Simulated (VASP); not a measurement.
## MgO: single point with PBE-based screened hybrid with 15 % exact exchange

MgO:

```xyz
2
Lattice="2.6233 0.0000 0.0000 0.0000 2.6233 0.0000 0.0000 0.0000 2.6233" Properties=species:S:1:pos:R:3 pbc="T T T"
Mg    0.0000    0.0000    0.0000
O     1.3117    1.3117    1.3117
```

- Program: VASP 6.6.1
- Task: single point
- Functional: PBE-based screened hybrid with 15 % exact exchange
- Potentials or basis: VASP PAW PBE potentials, release 64 (Mg, O)
- Cutoff: 520 eV
- k mesh: 4 × 4 × 4
- Occupations: gaussian, width 0.01 eV
- Spin: no spin polarisation

```
Pressure               : 1.3 GPa
Band gap on the k mesh : 3.75 eV (least direct gap 4.83 eV)
```

Levels at points of the mesh, in eV from the valence-band top:
| k point | band 2 | band 3 | band 4 | band 5 | band 6 | band 7 |
| --- | --- | --- | --- | --- | --- | --- |
| (0.00, 0.00, 0.00) | -1.08 | -1.08 | -1.08 | 3.75 | 11.70 | 11.70 |
| (0.50, 0.00, 0.00) | -6.86 | -0.60 | -0.60 | 8.35 | 11.02 | 15.94 |
| (0.50, 0.50, 0.00) | -4.99 | -4.99 | 0.00 | 6.13 | 13.80 | 13.80 |
| (0.50, 0.50, 0.50) | -3.86 | -3.86 | -3.86 | 8.73 | 8.73 | 8.73 |

Wall time 50 s on 1 thread of Intel(R) Xeon(R) Platinum 8375C CPU @ 2.90GHz (Ice Lake) (shared host), peak memory 0.22 GiB.

Caveat: the k points lie up to 0.60 Å⁻¹ apart; the structure was generated, so it needn't be the stable form of MgO; the PAW data sets were made with another functional, which shifts forces and pressure a little. A k mesh can miss the band edges.
